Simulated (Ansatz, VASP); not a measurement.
## Two plane-wave programs on CdS

```
Cd S
1.0
     0.00000    2.91650    2.91650
     2.91650    0.00000    2.91650
     2.91650    2.91650    0.00000
Cd S
1 1
Direct
  0.00000 0.00000 0.00000
  0.75000 0.75000 0.75000
```

Alike in both runs: task relaxation of cell and atoms; functional LDA; k mesh 7 × 7 × 7; no spin polarisation.

|  | VASP | Ansatz |
| --- | --- | --- |
| version | VASP 6.6.1 | Ansatz 0.2.0 |
| potentials or method | VASP PAW LDA potentials, release 64 (Cd, S), cutoff 500 eV | plane waves, PAW |
| occupations | gaussian, width 0.01 eV | fixed |
| valence electrons in the cell | 18 | 26 |

VASP gave:

| Item | Value |
| --- | --- |
| relaxed volume (Å³/atom) | 24.04 |
| relaxed cell length with the largest relative difference (Å) | 4.081 |

Q: Which values does Ansatz return?

A: Relaxed volume (Å³/atom): 23.85; relaxed cell length with the largest relative difference (Å): 4.071.

LDA's correlation is that of Perdew and Zunger in VASP and of Perdew and Wang (1992) in Ansatz. VASP's potentials hold 18 valence electrons a cell and Ansatz's 26, so a difference there can come from the potentials and not from the codes. Ansatz's warnings: force scf threshold loose, stress scf threshold loose.
